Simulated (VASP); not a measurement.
A run of VASP 6.6.1:

File INCAR:

```
PREC     = Accurate       # precision mode
ENCUT    = 520            # plane-wave cutoff, eV
EDIFF    = 1E-6           # SCF threshold, eV
ISMEAR   = 0              # smearing method
SIGMA    = 0.025          # smearing width, eV
LREAL    = F              # projectors in reciprocal space
LASPH    = T              # aspherical terms in the spheres
NELM     = 80             # most SCF steps
ALGO     = Normal         # electronic algorithm
ISIF     = 2              # what is computed and relaxed
LWAVE    = F              # write WAVECAR
LCHARG   = T              # write CHGCAR
GGA      = PE             # functional
LELF     = T              # ELF
LVHAR    = T            
NBANDS   = 36             # bands
```

File KPOINTS:

```
Automatic mesh
0
Gamma
  8 8 4
```

Contents of POSCAR:

```
Ge
1.0
    3.9975858431      0.0000000000      0.0000000000
   -1.9987929216      3.4620108940      0.0000000000
    0.0000000000      0.0000000000      6.5993779500
Ge
4
Direct
    0.3333333333      0.6666666667      0.9370987500
    0.6666666667      0.3333333333      0.4370987500
    0.3333333333      0.6666666667      0.5629012500
    0.6666666667      0.3333333333      0.0629012500
```

Potentials or basis: VASP PAW PBE potentials, release 64 (Ge_d).

Launch:

```bash
$ cat potpaw_PBE.64/Ge_d/POTCAR > POTCAR
$ mpirun -np 1 vasp_std > vasp.out
```

Hardware: 1 thread of Intel(R) Xeon(R) 6975P-C (Granite Rapids), on a shared host.

Problem. Estimate the wall time of this run.

Solution. It took 52 s on 1 thread of Intel(R) Xeon(R) 6975P-C (Granite Rapids) (shared host), peak memory 0.22 GiB. Counts: scf iterations 12, k points 30.
